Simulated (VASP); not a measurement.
Crystal: ScAlSbP3.

```xyz
6
Lattice="6.1849 0.0000 0.0000 -3.0924 5.3563 0.0000 0.0000 0.0000 3.8573" Properties=species:S:1:pos:R:3 pbc="T T T"
Sc    0.0000    0.0000    0.0000
Al    0.0000    3.5708    0.0000
Sb    3.0924    1.7854    0.0000
P    -1.4861    2.7129    1.9286
P     1.4861    2.7129    1.9286
P     0.0000    5.2868    1.9286
```

* Program: VASP 6.6.1
* Task: relaxation of cell and atoms
* Functional: PBE
* Potentials or basis: VASP PAW PBE potentials, release 64 (Sc_sv, Al, Sb, P)
* Cutoff: 600 eV
* k mesh: 3 × 3 × 4
* Occupations: gaussian, width 0.1 eV
* Spin: no spin polarisation

At the start: pressure -1.9 GPa; volume 21.30 Å³/atom.

Question: Where does the relaxation end?

Answer: Over 5 steps the energy falls by 43.5 meV/atom and the volume is 20.58 Å³/atom (-3.4 %); space group P-6m2 (No. 187, to 0.05 Å).

The path:
```
step  energy change (eV)  largest force (eV/Å)  pressure (GPa)  volume (Å³)
   1              0.0000                1.1755           -1.91       127.78
   2             -0.1838                0.6806            0.34       123.14
   3             -0.2169                0.3130            2.20       120.20
   4             -0.2609                0.0170           -0.01       123.73
   5             -0.2611                0.0006            0.12       123.48
```

Final structure:
```xyz
6
Lattice="6.0801 0.0000 0.0000 -3.0401 5.2655 0.0000 0.0000 0.0000 3.8569" Properties=species:S:1:pos:R:3 pbc="T T T"
Sc    0.0000    0.0000    0.0000
Al    0.0000    3.5104    0.0000
Sb    3.0401    1.7552    0.0000
P    -1.3476    2.7323    1.9284
P     1.3476    2.7323    1.9284
P     0.0000    5.0664    1.9284
```

Caveat: the k points lie up to 0.41 Å⁻¹ apart in the final cell.
